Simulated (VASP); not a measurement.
Write the native input for VASP 6.6.1 that does the following.

| Item | Value |
| --- | --- |
| Task | single point |
| Functional | PBE |
| Potentials or basis | VASP PAW PBE potentials, release 64 (Li_sv, Al, F_h) |
| Cutoff | 1350 eV |
| k mesh | 4 × 4 × 2 |
| Occupations | gaussian, width 0.1 eV |
| Spin | no spin polarisation |
| Dipole correction | no |
| Further INCAR settings | ALGO = Normal; EDIFF = 1e-06; NBANDS = 46 |

The structure of LiAlF4 lies in POSCAR:

```
LiAlF4
1.0
    5.5024022000      0.0000000000      0.0000000000
    0.0000000000      5.5024022000      0.0000000000
    0.0000000000      0.0000000000      9.3819364000
Li Al F
2 2 8
Direct
    0.0000000000      0.5000000000      0.0000000000
    0.5000000000      0.0000000000      0.5000000000
    0.0000000000      0.0000000000      0.2500000000
    0.0000000000      0.0000000000      0.7500000000
    0.0000000000      0.2518710000      0.1458650000
    0.0000000000      0.7481290000      0.1458650000
    0.0000000000      0.2518710000      0.8541350000
    0.0000000000      0.7481290000      0.8541350000
    0.2518710000      0.0000000000      0.3541350000
    0.7481290000      0.0000000000      0.3541350000
    0.2518710000      0.0000000000      0.6458650000
    0.7481290000      0.0000000000      0.6458650000
```

The cell was generated, and may not be a known phase.

One way to write it, as run:

INCAR

```
SYSTEM = LiAlF4
ALGO = Normal
EDIFF = 1E-6
ENCUT = 1350
GGA = PE
GGA_COMPAT = .FALSE.
ISIF = 2
ISMEAR = 0
LASPH = .TRUE.
LCHARG = .FALSE.
LREAL = .FALSE.
LWAVE = .FALSE.
NBANDS = 46
NELM = 120
PREC = Accurate
SIGMA = 0.1
```

KPOINTS

```
k-points
0
G
  4 4 2
  0 0 0
```

Potentials or basis: VASP PAW PBE potentials, release 64 (Li_sv, Al, F_h).

Command:

```bash
$ cat potpaw_PBE.64/Li_sv/POTCAR potpaw_PBE.64/Al/POTCAR potpaw_PBE.64/F_h/POTCAR > POTCAR
$ mpirun -np 1 vasp_std > vasp.out
```

It gave:

```
Pressure               : -0.2 GPa
Largest force          : 0.035 eV/Å
Band gap on the k mesh : 6.66 eV (least direct gap 6.67 eV)
```

Wall time 14 min on 1 thread of Intel(R) Xeon(R) Platinum 8259CL CPU @ 2.50GHz (Skylake/Cascade Lake) (shared host), peak memory 1.3 GiB.
